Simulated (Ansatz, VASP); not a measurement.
**AlP: VASP beside Ansatz**

Contents of INCAR:

```
  PREC = Accurate
  ENCUT = 500
  EDIFF = 1E-6
  ISMEAR = 0
  SIGMA = 0.1
  LREAL = False
  LASPH = True
  NELM = 120
  ALGO = Normal
  ISIF = 2
  LWAVE = False
  LCHARG = False
  GGA = PE
  NBANDS = 11
  GGA_COMPAT = False
```

File KPOINTS:

```
Automatic mesh
0
Gamma
  6 6 6
```

The input POSCAR:

```
AlP
1.0
    0.0000000000      2.4599111254      2.4599111254
    2.4599111254      0.0000000000      2.4599111254
    2.4599111254      2.4599111254      0.0000000000
Al P
1 1
Direct
    0.0000000000      0.0000000000      0.0000000000
    0.7500000000      0.7500000000      0.7500000000
```

Input for Ansatz:

```yaml
crystal:
  lattice:
    - [0.0, 2.4599111254, 2.4599111254]
    - [2.4599111254, 0.0, 2.4599111254]
    - [2.4599111254, 2.4599111254, 0.0]
  atoms:
    - { symbol: Al, position: [0.0, 0.0, 0.0] }
    - { symbol: P, position: [0.75, 0.75, 0.75] }
basis:
  ecutwfc: 420
kpoints:
  mp_grid: { grid: [6, 6, 6] }
hamiltonian:
  xc: pbe
scf:
  occupations: { method: gaussian, width: 0.1 }
output:
  forces: true
  stress: true
  eigenvalues: true
```

Alike in both runs: task single point; functional PBE; k mesh 6 × 6 × 6; occupations gaussian, width 0.1 eV; no spin polarisation.

```csv
,VASP,Ansatz
version,VASP 6.6.1,Ansatz 0.2.0
potentials or method,"VASP PAW PBE potentials, release 64 (Al, P), cutoff 500 eV","scalar-relativistic, plane waves, PAW"
valence electrons in the cell,8,8
```

|  | VASP | Ansatz | Ansatz less VASP |
| --- | --- | --- | --- |
| gap on the k mesh at the Fermi level (eV) | 0.76 | 0.76 | +0.006 |
| least direct gap on the mesh (eV) | 3.57 | 3.57 | +0.003 |
